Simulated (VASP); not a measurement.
# C (Fd-3m) in VASP: single point with LDA

Aim: the single point of C with LDA.

Everything below comes from runs of VASP 6.6.1. Logs are shortened: lines on timing, memory, paths and dates and some standing lists are left out, and cuts for length are marked.

## Step 1: The cell of the first run

It takes space group Fd-3m (No. 227, cubic). The conventional cell has a = 3.567 Å, b = 3.567 Å, c = 3.567 Å, α = 90.00°, β = 90.00°, γ = 90.00°. C (site symmetry -43m) has 4 C at 1.54 Å within 2.1 Å.

## Step 2: Single point, LDA

The input, INCAR:

```
SYSTEM = C
PREC = Accurate
ENCUT = 520
EDIFF = 1E-7
ISMEAR = 0
SIGMA = 0.02
LREAL = .False.
LASPH = .True.
NELM = 100
ALGO = Normal
ISIF = 2
LWAVE = .False.
LCHARG = .False.
NBANDS = 11
```

The input, KPOINTS:

```
Automatic mesh
0
Gamma
  12 12 12
  0 0 0
```

The input, POSCAR:

```
C
1.0
    0.0000000000      1.7834000000      1.7834000000
    1.7834000000      0.0000000000      1.7834000000
    1.7834000000      1.7834000000      0.0000000000
C
2
Direct
    0.5000000000      0.5000000000      0.5000000000
    0.7500000000      0.7500000000      0.7500000000
```

Potentials or basis: VASP PAW LDA potentials, release 64 (C).

The run is started by

```
> cat potpaw_LDA.64/C/POTCAR > POTCAR
> mpirun -np 1 vasp_std > vasp.out
```

OUTCAR:

```text
SYSTEM = C
   PREC = Accurate
   ENCUT = 520
   EDIFF = 1E-7
   ISMEAR = 0
   LREAL = .False.
   LASPH = .True.
   NELM = 100
   ISIF = 2

 ion  position               nearest neighbor table
   1  0.500  0.500  0.500-   2 1.54   2 1.54   2 1.54   2 1.54
   2  0.750  0.750  0.750-   1 1.54   1 1.54   1 1.54   1 1.54

  LATTYP: Found a face centered cubic cell.
 ALAT       =     3.5668000000

  Lattice vectors:

 A1 = (   0.0000000000,   1.7834000000,   1.7834000000)
 A2 = (   1.7834000000,   0.0000000000,   1.7834000000)
 A3 = (   1.7834000000,   1.7834000000,   0.0000000000)

Analysis of symmetry for initial positions (statically):
=====================================================================
 Subroutine PRICEL returns:
 Original cell was already a primitive cell.

 Routine SETGRP: Setting up the symmetry group for a
 face centered cubic supercell.

 Subroutine GETGRP returns: Found 48 space group operations
 (whereof 24 operations were pure point group operations)
 out of a pool of 48 trial point group operations.

The static configuration has the point symmetry T_d .
 The point group associated with its full space group is O_h .

Analysis of symmetry for dynamics (positions and initial velocities):
=====================================================================
 Subroutine PRICEL returns:
 Original cell was already a primitive cell.

 Routine SETGRP: Setting up the symmetry group for a
 face centered cubic supercell.

 Subroutine GETGRP returns: Found 48 space group operations
 (whereof 24 operations were pure point group operations)
 out of a pool of 48 trial point group operations.

The dynamic configuration has the point symmetry T_d .
 The point group associated with its full space group is O_h .

 Subroutine INISYM returns: Found 48 space group operations
 (whereof 24 operations are pure point group operations),
 and found     1 'primitive' translations

----------------------------------------------------------------------------------------

                                     Primitive cell

  volume of cell :      11.3443

  direct lattice vectors                    reciprocal lattice vectors
     0.000000000  1.783400000  1.783400000    -0.280363351  0.280363351  0.280363351
     1.783400000  0.000000000  1.783400000     0.280363351 -0.280363351  0.280363351
     1.783400000  1.783400000  0.000000000     0.280363351  0.280363351 -0.280363351

  length of vectors
     2.522108467  2.522108467  2.522108467     0.485603568  0.485603568  0.485603568

  position of ions in fractional coordinates (direct lattice)
     0.500000000  0.500000000  0.500000000
     0.750000000  0.750000000  0.750000000

  ion indices of the primitive-cell ions
   primitive index   ion index
                 1           1
                 2           2

----------------------------------------------------------------------------------------

 KPOINTS: Automatic mesh

Automatic generation of k-mesh.
 Grid dimensions read from file:
 generate k-points for:   12   12   12

 Generating k-lattice:

  Cartesian coordinates                     Fractional coordinates (reciprocal lattice)
    -0.023363613  0.023363613  0.023363613     0.083333333  0.000000000  0.000000000
     0.023363613 -0.023363613  0.023363613     0.000000000  0.083333333  0.000000000
     0.023363613  0.023363613 -0.023363613     0.000000000  0.000000000  0.083333333

  Length of vectors
     0.040466964  0.040466964  0.040466964

  Shift w.r.t. Gamma in fractional coordinates (k-lattice)
     0.000000000  0.000000000  0.000000000

 Subroutine IBZKPT returns following result:
 ===========================================

 Found     72 irreducible k-points:

 Following reciprocal coordinates:
            Coordinates               Weight
  0.000000  0.000000  0.000000      1.000000
  0.083333  0.000000  0.000000      8.000000
  0.166667  0.000000  0.000000      8.000000
  0.250000  0.000000  0.000000      8.000000
  0.333333  0.000000  0.000000      8.000000
  0.416667  0.000000  0.000000      8.000000
[... 16 lines left out ...]
  0.500000  0.166667  0.000000     24.000000
 -0.416667  0.166667  0.000000     24.000000
 [... further k-points ...]
   k-points           NKPTS =     72   k-points in BZ     NKDIM =     72   number of bands    NBANDS=     11
   number of dos      NEDOS =    301   number of ions     NIONS =      2
   total plane-waves  NPLWV =   8000
   dimension x,y,z NGX =    20 NGY =   20 NGZ =   20
   dimension x,y,z NGXF=    40 NGYF=   40 NGZF=   40
   ions per type =               2
   NGX,Y,Z   is equivalent  to a cutoff of  13.18, 13.18, 13.18 a.u.
   NGXF,Y,Z  is equivalent  to a cutoff of  26.37, 26.37, 26.37 a.u.
 SYSTEM =  C
   PREC   = accura    normal or accurate (medium, high low for compatibility)
   ISTART =      0    job   : 0-new  1-cont  2-samecut
   ICHARG =      2    charge: 1-file 2-atom 10-const
   ISPIN  =      1    spin polarized calculation?
   LNONCOLLINEAR =      F non collinear calculations
   LSORBIT =      F    spin-orbit coupling
   LASPH  =      T    aspherical Exc in radial PAW
   ENCUT  =  520.0 eV  38.22 Ry    6.18 a.u.   4.69  4.69  4.69*2*pi/ulx,y,z
   NELM   =    100;   NELMIN=  2; NELMDL= -5     # of ELM steps
   EDIFF  = 0.1E-06   stopping-criterion for ELM
   LREAL  =      F    real-space projection
   EDIFFG = 0.1E-05   stopping-criterion for IOM
   NSW    =      0    number of steps for IOM
   IBRION =     -1    ionic relax: 0-MD 1-quasi-New 2-CG
   NFREE  =      0    steps in history (QN), initial steepest desc. (CG)
   ISIF   =      2    stress and relaxation
   ISYM   =      2    0-nonsym 1-usesym 2-fastsym
   POTIM  = 0.5000    time-step for ionic-motion
   TEBEG  =    0.0;   TEEND  =   0.0 temperature during run
   PSTRESS=    0.0 pullay stress
   NELECT =       8.0000    total number of electrons
   NUPDOWN=      -1.0000    fix difference up-down
   EMIN   =  10.00;   EMAX   =-10.00  energy-range for DOS
   EFERMI =   0.00;   METHOD = LEGACY
   ISMEAR =     0;   SIGMA  =   0.02  broadening in eV -4-tet -1-fermi 0-gaus
   EFERMI_NEDOS =   21; number of points for ismear=-14 and -15
   IALGO  =     38    algorithm
   IMIX   =      4    mixing-type and parameters
     AMIX     =   0.40;   BMIX     =  1.00
     AMIX_MAG =   1.60;   BMIX_MAG =  1.00
  volume/ion in A,a.u.               =       5.67        38.28
  Fermi-wavevector in a.u.,A,eV,Ry     =   1.457178  2.753668 28.890189  2.123369
  Thomas-Fermi vector in A             =   2.574010
   LORBIT       =      0    0 simple, 1 ext, 2 COOP (PROOUT), +10 PAW based schemes
   GGA     = CA    functional components
   LHFCALC =     F    Hartree Fock is set to
   AEXX    =    0.0000 exact exchange contribution
   IVDW    =     0    specifies the selected vdW correction
   LEPSILON=     F    determine dielectric tensor
   LRPA    =     F    only Hartree local field effects (RPA)
 non-spin polarized calculation
 Gauss-broadening in eV      SIGMA  =   0.02
  energy-cutoff  :      520.00
  volume of cell :       11.34
 maximum number of plane-waves:       316
   NGX =  9   NGY =  9   NGZ =  9

 number of electron       7.9999999 magnetization

 Free energy of the ion-electron system (eV)
  ---------------------------------------------------
  ext. energy  EPLUGINS =         0.00000000
  ---------------------------------------------------
  free energy    TOTEN  =       -20.23520172 eV

  energy without entropy =      -20.23520172  energy(sigma->0) =      -20.23520172

 E-fermi :   9.8196     XC(G=0): -13.4994

 val. band max:        9.7231004475   @ k =   0.0000   0.0000   0.0000
 cond. band min:      13.8458896101   @ k =   0.3333   0.3333   0.0000
 fundamental gap:      4.1227891626
 Fermi energy:         9.8195713738

 k-point     1 :       0.0000    0.0000    0.0000
  band No.  band energies     occupation
      1     -11.5950      2.00000
      2       9.7231      2.00000
      3       9.7231      2.00000
      4       9.7231      2.00000
      5      15.2654      0.00000
      6      15.2654      0.00000
      7      15.2654      0.00000
      8      23.2785      0.00000
      9      28.7259      0.00000
     10      36.3523      0.00000
     11      36.3524      0.00000

 k-point     2 :       0.0833    0.0000    0.0000
  band No.  band energies     occupation
      1     -11.4028      2.00000
      2       8.5111      2.00000
      3       9.4013      2.00000
      4       9.4013      2.00000
      5      15.6860      0.00000
      6      15.6860      0.00000
      7      15.9833      0.00000
      8      23.4106      0.00000
      9      29.0355      0.00000
     10      34.0786      0.00000
     11      34.0786      0.00000

 k-point     3 :       0.1667    0.0000    0.0000
  band No.  band energies     occupation
      1     -10.8285      2.00000
      2       6.0047      2.00000
      3       8.7030      2.00000
      4       8.7030      2.00000
      5      16.5988      0.00000
      6      16.5988      0.00000
      7      17.1036      0.00000
      8      23.7870      0.00000
      9      29.6843      0.00000
     10      32.4677      0.00000
     11      32.4677      0.00000

 k-point     4 :       0.2500    0.0000    0.0000
  band No.  band energies     occupation
      1      -9.8800      2.00000
      2       3.1891      2.00000
      3       7.9834      2.00000
      4       7.9834      2.00000
      5      17.4476      0.00000
      6      17.4476      0.00000
      7      17.9156      0.00000
      8      24.3119      0.00000
      9      30.1172      0.00000
     10      32.0384      0.00000
     11      32.0384      0.00000
[... 239 lines left out ...]
 k-point    22 :       0.4167    0.1667    0.0000
  band No.  band energies     occupation
      1      -7.4191      2.00000
      2       0.0263      2.00000
      3       5.4983      2.00000
      4       5.6778      2.00000
      5      16.3464      0.00000
      6      20.6202      0.00000
      7      20.8545      0.00000
      8      22.2776      0.00000
      9      30.4622      0.00000
     10      31.9829      0.00000
     11      36.9867      0.00000

 k-point    23 :       0.5000    0.1667    0.0000
  band No.  band energies     occupation
      1      -5.8145      2.00000
      2      -2.2308      2.00000
      3       4.7800      2.00000
      4       5.7662      2.00000
      5      16.7601      0.00000
      6      20.3527      0.00000
      7      20.9982      0.00000
      8      23.8351      0.00000
      9      29.5508      0.00000
     10      33.2685      0.00000
     11      36.1443      0.00000

 k-point    24 :      -0.4167    0.1667    0.0000
  band No.  band energies     occupation
      1      -5.3650      2.00000
      2      -2.7659      2.00000
      3       4.2914      2.00000
      4       6.1451      2.00000
      5      17.1964      0.00000
      6      19.8684      0.00000
      7      20.9769      0.00000
      8      24.9688      0.00000
      9      28.8797      0.00000
     10      33.7778      0.00000
     11      33.9761      0.00000

 [... further k-points ...]
[... 5 lines left out ...]
  --------------------------------------------------------------------------------------
  -------------------------------------------------------------------------------------
  Total       -0.8252305     -0.8252305     -0.8252305     -0.0000000     -0.0000000     -0.0000000
  in kB     -116.5492686   -116.5492686   -116.5492686     -0.0000000     -0.0000000     -0.0000000
  external PRESSURE =    -116.5492686 kB  Pullay stress =       0.0000000 kB

 VOLUME and BASIS-vectors are now :
 -----------------------------------------------------------------------------
  energy-cutoff  :      520.00
  volume of cell :       11.34
      direct lattice vectors                 reciprocal lattice vectors
     0.000000000  1.783400000  1.783400000    -0.280363351  0.280363351  0.280363351
     1.783400000  0.000000000  1.783400000     0.280363351 -0.280363351  0.280363351
     1.783400000  1.783400000  0.000000000     0.280363351  0.280363351 -0.280363351

 POSITION                                       TOTAL-FORCE (eV/Angst)
 -----------------------------------------------------------------------------------
      1.78340      1.78340      1.78340         0.000000     -0.000000      0.000000
      2.67510      2.67510      2.67510        -0.000000      0.000000     -0.000000
 -----------------------------------------------------------------------------------
    total drift:                                0.000000     -0.000000      0.000000

  FREE ENERGIE OF THE ION-ELECTRON SYSTEM (eV)
  ---------------------------------------------------
  free  energy   TOTEN  =       -20.2352017198 eV

  energy  without entropy=      -20.2352017198  energy(sigma->0) =      -20.23520172
```

Run time: 13 s. Hardware: 1 thread of Intel Xeon 8259CL, shared host; peak memory 0.11 GiB.

Results:

```yaml
Free_energy: -20.2352 eV
Pressure: -11.7 GPa
Band_gap_on_the_k_mesh: 4.12 eV, indirect (least direct gap 5.54 eV)
```

Levels at points of the mesh, in eV from the valence-band top:
```tsv
k point	band 1	band 2	band 3	band 4	band 5	band 6	band 7	band 8
(0.00, 0.00, 0.00)	-21.32	0.00	0.00	0.00	5.54	5.54	5.54	13.56
(0.50, 0.00, 0.00)	-15.48	-13.36	-2.79	-2.79	8.38	8.38	9.01	15.41
(0.50, 0.50, 0.00)	-12.61	-12.61	-6.29	-6.29	4.70	4.70	16.63	16.63
```
